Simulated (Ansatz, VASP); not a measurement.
**LiCuAuO2 in VASP and in Ansatz**

File INCAR:

```
SYSTEM = LiCuAuO2
PREC = Accurate
ENCUT = 520
EDIFF = 1E-6
ISMEAR = -1
SIGMA = 0.05
LREAL = .FALSE.
LASPH = .TRUE.
NELM = 80
ALGO = Normal
ISIF = 2
LWAVE = .FALSE.
LCHARG = .FALSE.
GGA = PE
NBANDS = 26
```

KPOINTS

```
Automatic mesh
0
G
  9 9 9
  0 0 0
```

The input POSCAR:

```
LiCuAuO2
1.0
    1.6371994655      0.9452375521      6.4188160000
   -1.6371994655      0.9452375521      6.4188160000
    0.0000000000     -1.8904751042      6.4188160000
Au Cu O Li
1 1 2 1
Direct
    0.9917940000      0.9917940000      0.9917940000
    0.5158030000      0.5158030000      0.5158030000
    0.1009220000      0.1009220000      0.1009220000
    0.8842220000      0.8842220000      0.8842220000
    0.7572590000      0.7572590000      0.7572590000
```

File input.yaml:

```yaml
crystal:
  lattice:
    - [1.6371994655, 0.9452375521, 6.418816]
    - [-1.6371994655, 0.9452375521, 6.418816]
    - [0.0, -1.8904751042, 6.418816]
  atoms:
    - { symbol: Au, position: [0.991794, 0.991794, 0.991794] }
    - { symbol: Cu, position: [0.515803, 0.515803, 0.515803] }
    - { symbol: O, position: [0.100922, 0.100922, 0.100922] }
    - { symbol: O, position: [0.884222, 0.884222, 0.884222] }
    - { symbol: Li, position: [0.757259, 0.757259, 0.757259] }
hamiltonian:
  xc: pbe
  pseudopotentials: { kind: paw }
kpoints:
  mp_grid: { grid: [9, 9, 9] }
scf:
  occupations: { method: fermi_dirac, width: 0.05 }
output:
  forces: true
  stress: true
  eigenvalues: true
```

Alike in both runs: task single point; functional PBE; k mesh 9 × 9 × 9; occupations fermi-dirac, width 0.05 eV; no spin polarisation.

|  | VASP | Ansatz |
| --- | --- | --- |
| version | VASP 6.6.1 | Ansatz 0.2.0 |
| potentials or method | VASP PAW PBE potentials, release 64 (Au, Cu, O, Li_sv) | Ansatz PAW |
| plane-wave cutoff (eV) | 520 | 420 |
| valence electrons in the cell | 37 | 53 |

```csv
,VASP,Ansatz,Ansatz less VASP
gap on the k mesh at the Fermi level (eV),none,none,-
rms of the force components (eV/Å),0.105,0.113,+0.0080
```

Atom by atom the forces differ by 0.014 eV/Å (rms over components). A gap of «none» marks a metal or a gap that the smearing closes. VASP's potentials hold 37 valence electrons a cell and Ansatz's 53, so a difference there can come from the potentials and not from the codes.

Neither program's run includes spin-orbit coupling. Noted on VASP's run: the cutoff is under 1.25 times that of the potentials, so the pressure is a little rough.
